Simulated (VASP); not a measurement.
Set up this calculation in VASP 6.6.1, as the native input.

```yaml
Task: single point
Functional: PBE
Potentials_or_basis: VASP PAW PBE potentials, release 64 (Si, W_sv)
Cutoff: 520 eV
k_mesh: 10 × 10 × 8
Occupations: gaussian, width 0.1 eV
Spin: no spin polarisation
Dipole_correction: no
Further_INCAR_settings: ALGO = Normal; EDIFF = 1e-06; NBANDS = 28
```

The structure of Si3W2 lies in POSCAR:

```
Si3W2
1.0
    2.6095838097     -3.7996292633      0.0000000000
    2.6095838097      3.7996292633      0.0000000000
    0.0000000000      0.0000000000      4.8882938179
Si W
3 2
Direct
    0.0000000000      0.5000000000      0.5000000000
    0.5000000000      0.0000000000      0.5000000000
    0.0000000000      0.0000000000      0.5000000000
    0.0000000000      0.5000000000      0.0000000000
    0.5000000000      0.0000000000      0.0000000000
```

The cell was generated, and may not be a known phase.

These files were run (other wordings do the same):

INCAR

```
PREC = Accurate
ENCUT = 520
EDIFF = 1E-6
ISMEAR = 0
SIGMA = 0.1
LREAL = F
LASPH = T
NELM = 60
ALGO = Normal
ISIF = 2
LWAVE = F
LCHARG = F
GGA = PE
NBANDS = 28
```

KPOINTS

```
Automatic mesh
0
Gamma
  10 10 8
```

Potentials or basis: VASP PAW PBE potentials, release 64 (Si, W_sv).

Launch:

```sh
$ cat potpaw_PBE.64/Si/POTCAR potpaw_PBE.64/W_sv/POTCAR > POTCAR
$ mpirun -np 1 vasp_std > vasp.out
```

Results of the run:

| Item | Value |
| --- | --- |
| Pressure | 0.0 GPa |
| Band gap on the k mesh | zero (bands 20 and 21 overlap by 1.40 eV) |

Caveat: spin-orbit coupling is left out, which moves the levels of the heavy elements.

Wall time 4.7 min on 1 thread of Intel Xeon 8259CL, with other jobs on the host, peak memory 0.45 GiB.
